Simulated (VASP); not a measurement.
Be2S, 6 atoms in the cell. The typed cell holds 6 atoms: a = 3.158 Å, b = 3.158 Å, c = 7.877 Å, α = 89.99°, β = 90.02°, γ = 89.92°. 

| Item | Value |
| --- | --- |
| Program | VASP 6.6.1 |
| Task | single point |
| Functional | PBE |
| Potentials or basis | VASP PAW PBE potentials, release 64 (Be, S) |
| Cutoff | 520 eV |
| k mesh | 9 × 9 × 4 |
| Occupations | gaussian, width 0.2 eV |
| Spin | no spin polarisation |
| Dipole correction | no |
| Further INCAR settings | ALGO = Normal; EDIFF = 1e-06; NBANDS = 19 |

Potentials or basis: VASP PAW PBE potentials, release 64 (Be, S).

Launch:

```console
$ cat potpaw_PBE.64/Be/POTCAR potpaw_PBE.64/S/POTCAR > POTCAR
$ mpirun -np 1 vasp_std > vasp.out
```

Hardware: 1 thread of AMD EPYC 9R45 96-Core Processor (Zen 5), with other jobs on the host.

Problem. Estimate the wall time of this run.

Solution. It took 95 s on 1 thread of AMD EPYC 9R45 96-Core Processor (Zen 5), on a shared host, peak memory 0.28 GiB. Counts: scf iterations 12, k points 163.
